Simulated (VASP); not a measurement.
B:

```xyz
8
Lattice="0.0037 -0.0139 1.9460 5.9520 0.0059 0.0116 -2.9708 5.2001 -0.0436" Properties=species:S:1:pos:R:3 pbc="T T T"
B     0.1055    1.6293    0.0167
B    -1.4625    4.4682   -0.0028
B     2.9919    1.6845   -0.0474
B     1.4472    4.4197    0.0081
B     1.6556    0.8109   -0.0486
B    -0.0095    3.4746   -0.1193
B     4.3491    0.8946    0.1120
B     2.8473    3.4424   -0.0468
```

* Program: VASP 6.6.1
* Task: relaxation of cell and atoms
* Functional: PBEsol
* Potentials or basis: VASP PAW PBE potentials, release 64 (B)
* Cutoff: 600 eV
* k mesh: 12 × 6 × 6
* Occupations: gaussian, width 0.1 eV
* Spin: no spin polarisation

At the start: pressure 4.2 GPa; volume 7.53 Å³/atom.

Q: How do energy, volume and symmetry change on relaxing?

A: Over 52 steps the energy falls by 531.9 meV/atom and the volume is 6.58 Å³/atom (-12.6 %); space group Cmce (No. 64, to 0.05 Å).

The path:
```
step  energy change (eV)  largest force (eV/Å)  pressure (GPa)  volume (Å³)
   1              0.0000                4.1452            4.23        60.26
   3             -0.8064                1.1757           -5.98        61.60
   5             -1.0796                1.3445            1.79        58.78
   7             -2.1326                2.1811            0.04        55.81
   9             -2.1567                2.0558            0.76        55.51
  11             -2.2074                1.9883            1.19        55.07
  13             -2.5680                2.1431            0.69        54.19
  15             -3.1579                0.9863           -2.26        54.18
  17             -3.2359                0.8997           -2.26        54.16
  19             -3.4363                0.9620            1.75        52.98
  21             -3.6617                0.8386           -0.41        52.89
  23             -3.7414                0.4137           -0.11        52.70
  25             -3.7719                0.4137            0.41        52.57
  27             -3.8119                0.3744           -0.29        52.72
  29             -3.8935                0.5631            0.18        52.68
  31             -3.9080                0.7837            0.50        52.67
  33             -3.9801                1.0168            0.42        52.74
  35             -3.9874                1.0823            0.45        52.76
  37             -4.1044                1.0289           -0.62        52.95
  39             -4.1209                0.9838           -0.97        53.03
  41             -4.2142                0.4539           -0.11        52.74
  43             -4.2426                0.3207            0.31        52.65
  45             -4.2504                0.1609           -0.19        52.71
  47             -4.2540                0.0749            0.13        52.66
  49             -4.2546                0.0530           -0.10        52.69
  51             -4.2548                0.0253            0.04        52.67
  52             -4.2549                0.0129            0.00        52.68
```

Final structure:
```xyz
8
Lattice="-0.1482 -0.0871 1.8528 5.7123 -0.0957 -0.4854 -2.9056 5.0715 0.0079" Properties=species:S:1:pos:R:3 pbc="T T T"
B    -0.1758    1.6162    1.6973
B    -1.5545    4.1952    0.7740
B     2.7478    1.5373    0.9926
B     1.3693    4.1170    0.0681
B     1.4305    0.7854   -0.0825
B    -0.0964    3.2777    0.8452
B     4.2200    0.7669    0.1392
B     2.6933    3.2594    1.0674
```

Caveat: the PAW data sets were made with another functional, which shifts forces and pressure a little.
